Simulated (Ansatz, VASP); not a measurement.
## One calculation of Rb, two programs

Contents of INCAR:

```
SYSTEM = Rb
ALGO = Fast
EDIFF = 1E-6
ENCUT = 520
GGA = PE
ISIF = 2
ISMEAR = 0
IVDW = 12
LASPH = .True.
LCHARG = .False.
LREAL = .False.
LWAVE = .False.
NBANDS = 10
NELM = 80
PREC = Accurate
SIGMA = 0.15
```

The input KPOINTS:

```
k-points
0
Gamma
  12 12 12
  0 0 0
```

Contents of POSCAR:

```
Rb
1.0
    0.0000000000      3.3486938964      3.9310754436
    3.3486938964      0.0000000000      3.9310754436
    3.3486938964      3.3486938964      0.0000000000
Rb
1
Direct
    0.0000000000      0.0000000000      0.0000000000
```

Input for Ansatz:

```yaml
crystal:
  lattice:
    - [0.0, 3.3486938964, 3.9310754436]
    - [3.3486938964, 0.0, 3.9310754436]
    - [3.3486938964, 3.3486938964, 0.0]
  atoms:
    - { symbol: Rb, position: [0.0, 0.0, 0.0] }
basis:
  ecutwfc: 420
kpoints:
  mp_grid: { grid: [12, 12, 12] }
hamiltonian:
  xc: pbe
  dispersion: d3bj
scf:
  occupations: { method: gaussian, width: 0.15 }
output:
  forces: true
  stress: true
  eigenvalues: true
```

Change from the starting cell: strain -0.080 along x and y, +0.080 along z, atoms carried along.

Alike in both runs: task single point; functional PBE; dispersion D3(BJ); k mesh 12 × 12 × 12; occupations gaussian, width 0.15 eV; no spin polarisation.

```csv
,VASP,Ansatz
version,VASP 6.6.1,Ansatz 0.2.0
potentials or method,"VASP PAW PBE potentials, release 64 (Rb_sv), cutoff 520 eV","scalar-relativistic, plane waves, PAW"
valence electrons in the cell,9,9
```

|  | VASP | Ansatz | Ansatz less VASP |
| --- | --- | --- | --- |
| gap on the k mesh at the Fermi level (eV) | none | none | - |
| pressure (GPa) | -0.1 | -0.1 | 0.00 |
| traceless stress, the component that is largest in VASP (GPa) | -0.17 | -0.17 | 0.000 |

A gap of «none» marks a metal or a gap that the smearing closes.
